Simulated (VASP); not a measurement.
Input of a VASP 6.6.1 run:

INCAR

```
SYSTEM = S
PREC     = Accurate       ! precision mode
ENCUT    = 520            ! plane-wave cutoff, eV
EDIFF    = 1E-7           ! SCF threshold, eV
ISMEAR   = -1             ! smearing method
SIGMA    = 0.1            ! smearing width, eV
LREAL    = .False.        ! projectors in reciprocal space
LASPH    = .True.         ! aspherical terms in the spheres
NELM     = 100            ! most SCF steps
ALGO     = Normal         ! electronic algorithm
ISIF     = 2              ! what is computed and relaxed
LWAVE    = .False.        ! write WAVECAR
LCHARG   = .True.         ! write CHGCAR
LELF     = .True.         ! ELF
LVHAR    = .True.       
NBANDS   = 13             ! bands
```

File KPOINTS:

```
regular mesh
0
Gamma
  6 6 6
  0 0 0
```

File POSCAR:

```
S
1.0
    2.7131100000      1.5664200000      3.2376200000
   -2.7131100000      1.5664200000      3.2376200000
    0.0000000000     -3.1328300000      3.2376200000
S
2
Direct
    0.8321600000      0.8321600000      0.8321600000
    0.1678400000      0.1678400000      0.1678400000
```

Potentials or basis: VASP PAW LDA potentials, release 64 (S).

Run with:

```console
$ cat potpaw_LDA.64/S/POTCAR > POTCAR
$ mpirun -np 1 vasp_std > vasp.out
```

Task: Predict the band gap on the k mesh.

Result: Zero (band 6 reaches -1.37 eV, above the bottom of band 7 at -1.61 eV).

Task: Predict the largest force.

Result: 0.904 eV/Å.

Task: Estimate the pressure.

Result: -9.5 GPa.

Forces on the atoms (eV/Å):
```
S    0.000  0.000  0.904
S    0.000  0.000 -0.904
```
